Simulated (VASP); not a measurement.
Input of a VASP 6.6.1 run:

The input INCAR:

```
  PREC = Accurate
  ENCUT = 520
  EDIFF = 1E-6
  ISMEAR = 0
  SIGMA = 0.1
  LREAL = F
  LASPH = T
  NELM = 100
  ALGO = Normal
  ISIF = 2
  LWAVE = F
  LCHARG = F
  GGA = PE
  NBANDS = 29
```

Contents of KPOINTS:

```
Automatic mesh
0
Gamma
  12 12 6
```

POSCAR

```
ScInS3
1.0
    5.2853430617      0.0000000000      0.0000000000
   -2.6426715308      4.5772413591      0.0000000000
    0.0000000000      0.0000000000      5.9993947397
Sc In S
1 1 3
Direct
    0.0000000000      0.0000000000      0.0000000000
    0.0000000000      0.0000000000      0.5000000000
    0.5000000000      0.0000000000      0.0000000000
    0.0000000000      0.5000000000      0.0000000000
    0.5000000000      0.5000000000      0.0000000000
```

Potentials or basis: VASP PAW PBE potentials, release 64 (Sc_sv, In_d, S).

The run is started by

```bash
$ cat potpaw_PBE.64/Sc_sv/POTCAR potpaw_PBE.64/In_d/POTCAR potpaw_PBE.64/S/POTCAR > POTCAR
$ mpirun -np 1 vasp_std > vasp.out
```

Question: Predict the pressure.

Answer: 0.0 GPa.

Question: Predict the band gap on the k mesh.

Answer: Zero (bands 21 and 22 overlap by 1.88 eV).

Caveat: spin-orbit coupling is left out, which moves the levels of the heavy elements.
